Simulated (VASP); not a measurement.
# H4CO in VASP: further runs, part 2 of 2

VASP 6.6.1.

### 4 Single point, PBE+D3(BJ)

INCAR reads:

```
SYSTEM = H4CO
PREC = Accurate
ENCUT = 520
EDIFF = 1E-6
ISMEAR = -1
SIGMA = 0.02
LREAL = Auto
LASPH = .TRUE.
NELM = 80
ALGO = Normal
ISIF = 2
LWAVE = .FALSE.
LCHARG = .TRUE.
GGA = PE
IVDW = 12
LELF = .TRUE.
LVHAR = .TRUE.
NBANDS = 66
```

KPOINTS reads:

```
Automatic mesh
0
G
  1 1 1
  0 0 0
```

POSCAR reads:

```
H4CO
1.0
    7.3803230000      0.0000000000      0.0000000000
    0.0000000000      7.3803230000      0.0000000000
    0.0000000000      0.0000000000      7.3803230000
C O H
6 6 24
Direct
    0.5430927617      0.7597634954      0.7360246970
    0.0481686235      0.8534992303      0.9928291756
    0.8683495289      0.2176056522      0.6634397980
    0.7998972403      0.4482730634      0.2111018718
    0.3216932375      0.4676082605      0.9599986342
    0.3127776386      0.2631050159      0.4703994663
    0.6793063122      0.7374880476      0.6014777402
    0.1841789309      0.8758695250      1.1255469442
    0.7944909728      0.0928550146      0.5347733426
    0.6850242191      0.2968162776      0.2224834875
    0.3196337071      0.2875890391      1.0364180538
    0.1941107456      0.4267021918      0.4917264461
    0.5733082414      0.6771925836      0.8557213553
    0.7047252539      0.8543528515      0.5416836092
    0.5423475368      0.9015052593      0.7783805668
    0.3940613439      0.7224616050      0.6966361770
    0.0836277762      0.7527583820      0.8903810849
    0.2902311999      0.9290379296      1.0722701432
   -0.0685200363      0.8124034680      1.0696550815
   -0.0113003184      0.9728977986      0.9157322789
    0.9425603730      0.3373700582      0.6180759297
    0.7384500651      0.1515516326      0.4215127170
    0.7598447927      0.2428213508      0.7520402562
    0.9673018376      0.1461453652      0.7543030298
    0.9467065330      0.4230167162      0.2357213905
    0.6398364950      0.2627391782      0.1014318750
    0.7825402764      0.5125927415      0.0822321733
    0.7548856602      0.5309794707      0.3190646263
    0.1949101686      0.5050049977      0.9155696844
    0.2491218880      0.2095707735      0.9633589207
    0.3813925217      0.5547724673      1.0627312653
    0.4079902736      0.4448992273      0.8383914905
    0.2444201968      0.1643694998      0.3849560514
    0.2266025484      0.5211560524      0.4152121797
    0.4470671541      0.3100948292      0.4143314595
    0.3410013356      0.2063866310      0.6124664192
```

Potentials or basis: VASP PAW PBE potentials, release 64 (C, O, H).

On the command line:

```
cat potpaw_PBE.64/C/POTCAR potpaw_PBE.64/O/POTCAR potpaw_PBE.64/H/POTCAR > POTCAR
mpirun -np 1 vasp_gam > vasp.out
```

OUTCAR:

```text
SYSTEM = H4CO
   PREC = Accurate
   ENCUT = 520
   EDIFF = 1E-6
   ISMEAR = -1
   LREAL = Auto
   LASPH = .TRUE.
   NELM = 80
   ISIF = 2
   GGA = PE
   IVDW = 12
 IVDW          = 12

 ion  position               nearest neighbor table
   1  0.543  0.760  0.736-  15 1.09  13 1.10  16 1.17   7 1.42
   2  0.048  0.853  0.993-  19 1.07  17 1.09  20 1.14   8 1.41
   3  0.868  0.218  0.663-  23 1.05  21 1.09  24 1.12   9 1.43
   4  0.800  0.448  0.211-  28 1.06  27 1.07  25 1.11  10 1.41
   5  0.322  0.468  0.960-  29 1.03  31 1.09  32 1.11  11 1.44
   6  0.313  0.263  0.470-  33 1.09  35 1.13  36 1.15  12 1.50
   7  0.679  0.737  0.601-  14 0.99   1 1.42
   8  0.184  0.876  0.126-  18 0.96   2 1.41
   9  0.794  0.093  0.535-  22 1.03   3 1.43
  10  0.685  0.297  0.222-  26 0.99   4 1.41
  11  0.320  0.288  0.036-  30 0.95   5 1.44
  12  0.194  0.427  0.492-  34 0.93   6 1.50
  13  0.573  0.677  0.856-   1 1.10
  14  0.705  0.854  0.542-   7 0.99
  15  0.542  0.902  0.778-   1 1.09
  16  0.394  0.722  0.697-   1 1.17
  17  0.084  0.753  0.890-   2 1.09
[... 17 lines left out ...]
  35  0.447  0.310  0.414-   6 1.13
  36  0.341  0.206  0.612-   6 1.15

  LATTYP: Found a simple cubic cell.
 ALAT       =     7.3803230000

  Lattice vectors:

 A1 = (   7.3803230000,   0.0000000000,   0.0000000000)
 A2 = (   0.0000000000,   7.3803230000,   0.0000000000)
 A3 = (   0.0000000000,   0.0000000000,   7.3803230000)

Analysis of symmetry for initial positions (statically):
=====================================================================
 Subroutine PRICEL returns:
 Original cell was already a primitive cell.

 Routine SETGRP: Setting up the symmetry group for a
 simple cubic supercell.

 Subroutine GETGRP returns: Found  1 space group operations
 (whereof  1 operations were pure point group operations)
 out of a pool of 48 trial point group operations.

The static configuration has the point symmetry C_1 .

Analysis of symmetry for dynamics (positions and initial velocities):
=====================================================================
 Subroutine PRICEL returns:
 Original cell was already a primitive cell.

 Routine SETGRP: Setting up the symmetry group for a
 simple cubic supercell.

 Subroutine GETGRP returns: Found  1 space group operations
 (whereof  1 operations were pure point group operations)
 out of a pool of 48 trial point group operations.

The dynamic configuration has the point symmetry C_1 .

 Subroutine INISYM returns: Found  1 space group operations
 (whereof  1 operations are pure point group operations),
 and found     1 'primitive' translations

----------------------------------------------------------------------------------------

                                     Primitive cell

  volume of cell :     402.0001

  direct lattice vectors                    reciprocal lattice vectors
     7.380323000  0.000000000  0.000000000     0.135495425  0.000000000  0.000000000
     0.000000000  7.380323000  0.000000000     0.000000000  0.135495425  0.000000000
     0.000000000  0.000000000  7.380323000     0.000000000  0.000000000  0.135495425

  length of vectors
     7.380323000  7.380323000  7.380323000     0.135495425  0.135495425  0.135495425
[... 98 lines left out ...]

 Subroutine IBZKPT returns following result:
 ===========================================

 Found      1 irreducible k-points:

 Following reciprocal coordinates:
            Coordinates               Weight
  0.000000  0.000000  0.000000      1.000000
   k-points           NKPTS =      1   k-points in BZ     NKDIM =      1   number of bands    NBANDS=     66
   number of dos      NEDOS =    301   number of ions     NIONS =     36
   total plane-waves  NPLWV = 175616
   dimension x,y,z NGX =    56 NGY =   56 NGZ =   56
   dimension x,y,z NGXF=   112 NGYF=  112 NGZF=  112
   ions per type =               6   6  24
   NGX,Y,Z   is equivalent  to a cutoff of  12.61, 12.61, 12.61 a.u.
   NGXF,Y,Z  is equivalent  to a cutoff of  25.23, 25.23, 25.23 a.u.
 SYSTEM =  H4CO
   PREC   = accura    normal or accurate (medium, high low for compatibility)
   ISTART =      0    job   : 0-new  1-cont  2-samecut
   ICHARG =      2    charge: 1-file 2-atom 10-const
   ISPIN  =      1    spin polarized calculation?
   LNONCOLLINEAR =      F non collinear calculations
   LSORBIT =      F    spin-orbit coupling
   LASPH  =      T    aspherical Exc in radial PAW
   ENCUT  =  520.0 eV  38.22 Ry    6.18 a.u.  13.72 13.72 13.72*2*pi/ulx,y,z
   NELM   =     80;   NELMIN=  2; NELMDL= -5     # of ELM steps
   EDIFF  = 0.1E-05   stopping-criterion for ELM
   LREAL  =      T    real-space projection
   EDIFFG = 0.1E-04   stopping-criterion for IOM
   NSW    =      0    number of steps for IOM
   IBRION =     -1    ionic relax: 0-MD 1-quasi-New 2-CG
   NFREE  =      0    steps in history (QN), initial steepest desc. (CG)
   ISIF   =      2    stress and relaxation
   ISYM   =      2    0-nonsym 1-usesym 2-fastsym
   POTIM  = 0.5000    time-step for ionic-motion
   TEBEG  =    0.0;   TEEND  =   0.0 temperature during run
   PSTRESS=    0.0 pullay stress
   NELECT =      84.0000    total number of electrons
   NUPDOWN=      -1.0000    fix difference up-down
   EMIN   =  10.00;   EMAX   =-10.00  energy-range for DOS
   EFERMI =   0.00;   METHOD = LEGACY
   ISMEAR =    -1;   SIGMA  =   0.02  broadening in eV -4-tet -1-fermi 0-gaus
   EFERMI_NEDOS =   21; number of points for ismear=-14 and -15
   IALGO  =     38    algorithm
   IMIX   =      4    mixing-type and parameters
     AMIX     =   0.40;   BMIX     =  1.00
     AMIX_MAG =   1.60;   BMIX_MAG =  1.00
  volume/ion in A,a.u.               =      11.17        75.36
  Fermi-wavevector in a.u.,A,eV,Ry     =   0.971462  1.835797 12.840345  0.943739
  Thomas-Fermi vector in A             =   2.101681
   LORBIT       =      0    0 simple, 1 ext, 2 COOP (PROOUT), +10 PAW based schemes
   GGA     = PE    functional components
   LHFCALC =     F    Hartree Fock is set to
   AEXX    =    0.0000 exact exchange contribution
   IVDW    =    12    specifies the selected vdW correction
   LEPSILON=     F    determine dielectric tensor
   LRPA    =     F    only Hartree local field effects (RPA)
 non-spin polarized calculation
  energy-cutoff  :      520.00
  volume of cell :      402.00
 maximum number of plane-waves:      5414
 NGX is ok and might be reduce to    54
   NGX = 27   NGY = 27   NGZ = 27

 number of electron      83.9999998 magnetization

 Free energy of the ion-electron system (eV)
  ---------------------------------------------------
  ext. energy  EPLUGINS =         0.00000000
  ---------------------------------------------------
  free energy    TOTEN  =      -180.69517996 eV

  energy without entropy =     -180.69517996  energy(sigma->0) =     -180.69517996

 E-fermi :  -2.4453     XC(G=0):  -6.3706

 val. band max:       -2.9623653229   @ k =   0.0000   0.0000   0.0000
 cond. band min:       1.4001142916   @ k =   0.0000   0.0000   0.0000
 fundamental gap:      4.3624796145
 Fermi energy:        -2.4453438593

 k-point     1 :       0.0000    0.0000    0.0000
  band No.  band energies     occupation
      1     -23.0267      2.00000
      2     -22.9891      2.00000
      3     -22.8059      2.00000
      4     -22.0900      2.00000
      5     -21.9914      2.00000
      6     -21.8398      2.00000
[... 46 lines left out ...]
     53       5.0110      0.00000
     54       5.1555      0.00000
 [bands above 54 left out]

------------------------ aborting loop because EDIFF is reached ----------------------------------------

 Edisp (eV)   -1.21329

 E8    (eV) :    -0.2602

  FORCE on cell =-STRESS in cart. coord.  units (eV):
  Direction    XX          YY          ZZ          XY          YZ          ZX
  --------------------------------------------------------------------------------------
  -------------------------------------------------------------------------------------
  Total      -0.51186     4.62512     0.11519     2.00009    -0.36723    -3.48671
  in kB      -2.04003    18.43348     0.45908     7.97138    -1.46362   -13.89635
  external pressure =        5.62 kB  Pullay stress =        0.00 kB

 VOLUME and BASIS-vectors are now :
 -----------------------------------------------------------------------------
  energy-cutoff  :      520.00
  volume of cell :      402.00
      direct lattice vectors                 reciprocal lattice vectors
     7.380323000  0.000000000  0.000000000     0.135495425  0.000000000  0.000000000
     0.000000000  7.380323000  0.000000000     0.000000000  0.135495425  0.000000000
     0.000000000  0.000000000  7.380323000     0.000000000  0.000000000  0.135495425

 POSITION                                       TOTAL-FORCE (eV/Angst)
 -----------------------------------------------------------------------------------
      4.00820      5.60730      5.43210        -1.044535      0.243220     -0.340275
      0.35550      6.29910      7.32740        -0.985193      0.427083     -0.658328
      6.40870      1.60600      4.89640         0.826051     -1.103889      0.272016
      5.90350      3.30840      1.55800         1.009228     -0.051274      0.062900
      2.37420      3.45110      7.08510         2.699446     -2.434806     -0.503804
      2.30840      1.94180      3.47170         0.673648      1.765545      1.105861
[... 28 lines left out ...]
      3.29950      2.28860      3.05790        -0.924266     -0.615022      0.153684
      2.51670      1.52320      4.52020        -0.450226      0.476559     -1.199979
 -----------------------------------------------------------------------------------
    total drift:                               -0.016606      0.014665      0.006984

  FREE ENERGIE OF THE ION-ELECTRON SYSTEM (eV)
  ---------------------------------------------------
  free  energy   TOTEN  =      -181.9084672101 eV

  energy  without entropy=     -181.9084672101  energy(sigma->0) =     -181.90846721
```

It took 63 s on 1 thread of Intel Xeon Platinum 8259CL at 2.50GHz (Skylake/Cascade Lake), shared host; peak memory 0.39 GiB.

Results:

```
Free energy                : -181.9085 eV
Pressure                   : 0.6 GPa
Largest force              : 3.670 eV/Å
Band gap on the k mesh     : 4.36 eV
Dispersion energy per atom : -0.034 eV
```

Forces on the atoms (eV/Å):
```
C   -1.045  0.243 -0.340
C   -0.985  0.427 -0.658
C    0.826 -1.104  0.272
C    1.009 -0.051  0.063
C    2.699 -2.435 -0.504
C    0.674  1.766  1.106
O   -0.366 -0.575 -0.213
O   -0.010  0.332  0.254
O   -0.188  0.147 -1.897
O   -0.504 -1.681 -0.630
O    0.532  0.333  1.731
O   -0.298 -2.911  1.833
H    0.290 -0.045 -0.114
H    0.024  0.057  0.534
H   -0.167  0.397  0.239
H    1.612  0.304 -0.092
H   -0.032 -0.204 -0.124
H    0.583  0.248 -0.225
H   -0.621 -0.697  0.272
H    1.100 -0.176  0.658
H   -0.375  0.139 -0.615
H    0.960 -0.103  1.394
H   -1.310  1.183  1.256
H   -0.236 -0.082 -0.782
H   -0.370 -0.431 -0.219
H    0.090  0.050  0.713
H    0.010  0.657 -0.749
H   -0.200  1.397  0.918
H   -2.341  0.937 -0.523
H   -0.915 -0.628 -0.898
H    0.002  0.276 -0.066
H   -0.103  1.029  0.249
H    0.035 -0.197 -0.141
H    0.994  1.538 -1.657
H   -0.924 -0.615  0.154
H   -0.450  0.477 -1.200
```

Caveat: the k points lie up to 0.85 Å⁻¹ apart; the atoms stand as in a frame of molecular dynamics.

### 5 Relaxation of the atoms, PBE+D3(BJ)

INCAR reads:

```
ALGO     = Normal         # electronic algorithm
EDIFF    = 1E-6           # SCF threshold, eV
EDIFFG   = -0.3           # ionic threshold
ENCUT    = 520            # plane-wave cutoff, eV
GGA      = PE             # functional
IBRION   = 2              # ionic algorithm
ISIF     = 2              # what is computed and relaxed
ISMEAR   = -1             # smearing method
IVDW     = 12             # dispersion correction
LASPH    = T              # aspherical terms in the spheres
LCHARG   = F              # write CHGCAR
LREAL    = Auto         
LWAVE    = F              # write WAVECAR
NELM     = 60             # most SCF steps
NSW      = 35             # ionic steps
PREC     = Accurate       # precision mode
SIGMA    = 0.02           # smearing width, eV
```

KPOINTS reads:

```
k-points
0
Gamma
  1 1 1
```

POSCAR reads:

```
H4CO
1.0
    7.3803230000      0.0000000000      0.0000000000
    0.0000000000      7.3803230000      0.0000000000
    0.0000000000      0.0000000000      7.3803230000
C O H
6 6 24
Direct
    0.3428690000      0.9496281000      0.5818880000
   -0.0207499000      0.7796220000      1.0118123000
    1.0016103000      0.1878283000      0.6536213000
    0.7774181000      0.3816819000      0.2723852000
    0.2930599000      0.2750605000      0.9180943000
    0.4475886000      0.4710057000      0.5599662000
    0.5061241000      0.8509513000      0.6098738000
    0.0762882000      0.6136571000      0.9972579000
    0.9007994000      0.0735058000      0.5355532000
    0.7637799000      0.2093144000      0.1870856000
    0.3809207000      0.1069418000      0.9525783000
    0.3017827000      0.5393868000      0.4539604000
    0.2696144000      0.8789577000      0.4749609000
    0.5732095000      0.9121399000      0.7048977000
    0.2574286000      0.9528708000      0.7034286000
    0.3682474000      1.0891395000      0.5374449000
   -0.1437026000      0.7491548000      1.0876302000
    0.1864474000      0.6383356000      0.9299530000
    0.0557798000      0.8833648000      1.0857267000
   -0.0594397000      0.8341185000      0.8790873000
    0.9059781000      0.2868221000      0.7069942000
    0.9840514000     -0.0156863000      0.4866873000
    1.0606762000      0.1130425000      0.7676432000
    1.1100869000      0.2605034000      0.5826718000
    0.8474157000      0.3590859000      0.4003841000
    0.7016390000      0.2269380000      0.0726219000
    0.8564456000      0.4783503000      0.1918088000
    0.6442520000      0.4409793000      0.3012522000
    0.2851681000      0.2882755000      0.7712712000
    0.3891162000      0.0929288000      1.0830026000
    0.1551487000      0.2789507000      0.9733038000
    0.3694453000      0.3906440000      0.9718384000
    0.4350394000      0.5337892000      0.6929876000
    0.3108803000      0.4847611000      0.3347660000
    0.4408534000      0.3234892000      0.5765864000
    0.5801760000      0.5068068000      0.5032075000
```

On the command line:

```
cat potpaw_PBE.64/C/POTCAR potpaw_PBE.64/O/POTCAR potpaw_PBE.64/H/POTCAR > POTCAR
mpirun -np 1 vasp_gam > vasp.out
```

Wall time 15 min (1 thread of Intel Xeon Platinum 8259CL at 2.50GHz (Skylake/Cascade Lake), shared host); peak memory 0.44 GiB.

The run converged. Its results:

```
Free energy                  : -182.8527 eV
Energy gained by relaxing    : 20.8 meV/atom
Ionic steps                  : 26
Pressure after relaxing      : 0.2 GPa
Largest force after relaxing : 0.237 eV/Å
Band gap on the k mesh       : 4.39 eV
Dispersion energy per atom   : -0.034 eV
```

Forces on the atoms (eV/Å):
```
C    0.141  0.117  0.043
C    0.072  0.041 -0.035
C    0.035 -0.071  0.039
C   -0.102  0.099 -0.190
C   -0.087  0.028 -0.018
C    0.013 -0.077 -0.029
O    0.057  0.022  0.024
O    0.098 -0.142  0.004
O   -0.037  0.025  0.046
O    0.144 -0.116 -0.024
O    0.066 -0.205  0.070
O   -0.111 -0.104  0.112
H    0.016  0.052 -0.016
H   -0.055 -0.002 -0.214
H   -0.100  0.090  0.079
H   -0.008 -0.045 -0.006
H    0.022  0.001  0.014
H   -0.030  0.082 -0.018
H   -0.005  0.120  0.060
H   -0.093  0.030 -0.074
H    0.009  0.056 -0.034
H   -0.095  0.047  0.090
H    0.018 -0.035  0.138
H   -0.065  0.106 -0.080
H    0.071 -0.023  0.012
H   -0.034 -0.021  0.134
H    0.085 -0.107  0.028
H   -0.125 -0.002 -0.007
H   -0.084  0.040  0.002
H    0.140  0.013 -0.042
H   -0.074 -0.058  0.046
H    0.073  0.101  0.098
H    0.011 -0.032 -0.151
H    0.040  0.023 -0.008
H   -0.120 -0.100 -0.048
H    0.115  0.042 -0.044
```

Stress tensor (GPa, compression positive):
```
-0.11 -0.07  0.02
-0.07  0.76 -0.12
 0.02 -0.12 -0.17
```

The path:
```csv
step,energy change (eV),largest force (eV/Å),pressure (GPa)
1,0.0000,0.5418,1.65
2,-0.0252,1.0883,0.83
3,-0.0414,0.5364,1.13
4,-0.0878,0.4804,0.55
5,-0.0964,0.8147,0.17
6,-0.1297,0.3723,0.11
7,-0.1440,0.4892,0.04
8,-0.1802,0.3691,0.22
9,-0.2190,0.5642,0.69
10,-0.2554,0.4237,0.77
11,-0.3130,0.6333,1.03
12,-0.3734,0.4449,0.73
13,-0.4623,0.6851,-0.15
14,-0.5118,0.4631,-0.18
15,-0.5190,0.9246,-0.19
16,-0.5565,0.7845,-0.13
17,-0.6176,0.7446,0.02
18,-0.6210,0.8695,0.05
19,-0.6577,0.3641,0.14
20,-0.6586,0.4394,0.17
21,-0.6831,0.3720,0.27
22,-0.6967,0.7236,0.42
23,-0.7132,0.5533,0.39
24,-0.7371,0.3796,0.27
25,-0.7374,0.4458,0.26
26,-0.7478,0.2370,0.16
```

Final structure:
```
CELL_PARAMETERS angstrom
7.38032 0.00000 0.00000
0.00000 7.38032 0.00000
0.00000 0.00000 7.38032
ATOMIC_POSITIONS crystal
C 0.35339 0.93724 0.56815
C 0.97783 0.79355 0.01147
C 0.96611 0.18246 0.65732
C 0.78887 0.37013 0.23150
C 0.31561 0.27647 0.97581
C 0.44100 0.48066 0.56110
O 0.51862 0.85073 0.61544
O 0.08739 0.63344 0.00078
O 0.86443 0.04842 0.56041
O 0.77037 0.19739 0.14507
O 0.41835 0.11335 0.99349
O 0.28699 0.53665 0.45702
H 0.29230 0.85687 0.45879
H 0.59574 0.93405 0.68321
H 0.25849 0.93853 0.68307
H 0.37522 0.07879 0.52316
H 0.85634 0.75942 0.08977
H 0.18096 0.65342 0.91021
H 0.04974 0.90394 0.08066
H 0.93639 0.84010 0.87644
H 0.86969 0.28530 0.70450
H 0.94454 0.98201 0.47925
H 0.03264 0.12369 0.77647
H 0.07025 0.24849 0.57363
H 0.82972 0.34497 0.37155
H 0.69235 0.20786 0.03879
H 0.88937 0.45697 0.16369
H 0.65991 0.44489 0.23534
H 0.29262 0.29513 0.83083
H 0.41786 0.07689 0.12026
H 0.18402 0.27043 0.04466
H 0.39120 0.39509 0.02540
H 0.41568 0.52283 0.70147
H 0.30403 0.50444 0.33041
H 0.46242 0.33263 0.55719
H 0.56500 0.54909 0.51789
```

Levels at points of the mesh, in eV from the valence-band top:
| k point | band 38 | band 39 | band 40 | band 41 | band 42 | band 43 | band 44 | band 45 | band 46 | band 47 |
| --- | --- | --- | --- | --- | --- | --- | --- | --- | --- | --- |
| (0.00, 0.00, 0.00) | -0.51 | -0.48 | -0.31 | -0.06 | 0.00 | 4.39 | 5.52 | 5.86 | 6.06 | 6.59 |

Caveat: the k points lie up to 0.85 Å⁻¹ apart; the relaxation stopped at a loose force limit of 0.3 eV/Å, so its end isn't a converged minimum.

### 6 Summary

| task | cell | gap on the mesh (eV) | pressure (GPa) | largest force (eV/Å) |
| --- | --- | --- | --- | --- |
| single point | as given, atomic positions A | 4.55 | -0.5 | 2.77 |
| single point | as given, atomic positions B | 4.63 | -0.1 | 2.96 |
| single point | as given, atomic positions C | 4.36 | 0.6 | 3.67 |
| relaxation of the atoms | atoms relaxed, atomic positions D | 4.39 | 0.2 | 0.24 |

Alike in all rows: level PBE+D3(BJ); potentials or basis VASP PAW PBE potentials, release 64 (C, O, H); no spin polarisation; k mesh 1 × 1 × 1; cutoff (eV) 520; smearing fermi-dirac 0.02 eV.

Caveats: all runs use coarse meshes; the atoms stand as in a frame of molecular dynamics (at least some runs); the relaxation stopped at a loose force limit of 0.3 eV/Å, so its end isn't a converged minimum (at least some runs).

Absolute energies hang on the potentials; compare differences alone.
